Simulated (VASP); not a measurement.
Zn7S8 (a cell with a defect), 15 atoms in the cell. The cell holds a defect, 15 atoms: a = 7.491 Å, b = 7.491 Å, c = 7.491 Å, α = 60.00°, β = 60.00°, γ = 60.00°.  This cell differs from its parent crystal: atoms taken out.

* Program: VASP 6.6.1
* Task: relaxation of the atoms
* Functional: LDA
* Potentials or basis: VASP PAW LDA potentials, release 64 (Zn, S)
* Cutoff: 520 eV
* k mesh: 2 × 2 × 2
* Occupations: gaussian, width 0.02 eV
* Spin: no spin polarisation
* Dipole correction: no
* Charge: -2
* Further INCAR settings: LREAL = Auto; ALGO = Normal; EDIFF = 1e-06; IBRION = 2; EDIFFG = -0.02; NSW = 80; NELECT = 134.0

Potentials or basis: VASP PAW LDA potentials, release 64 (Zn, S).

Launch:

```sh
$ cat potpaw_LDA.64/Zn/POTCAR potpaw_LDA.64/S/POTCAR > POTCAR
$ mpirun -np 1 vasp_std > vasp.out
```

Hardware: 1 thread of AMD EPYC 7R43 64-Core Processor (Zen 3), on a shared host.

Task: How long does it take, and how much memory?

Result: Run time: 16 min on 1 thread of AMD EPYC 7R43 64-Core Processor (Zen 3), on a shared host, peak memory 0.34 GiB. Counts: scf iterations 61, k points 3, ion steps 7.
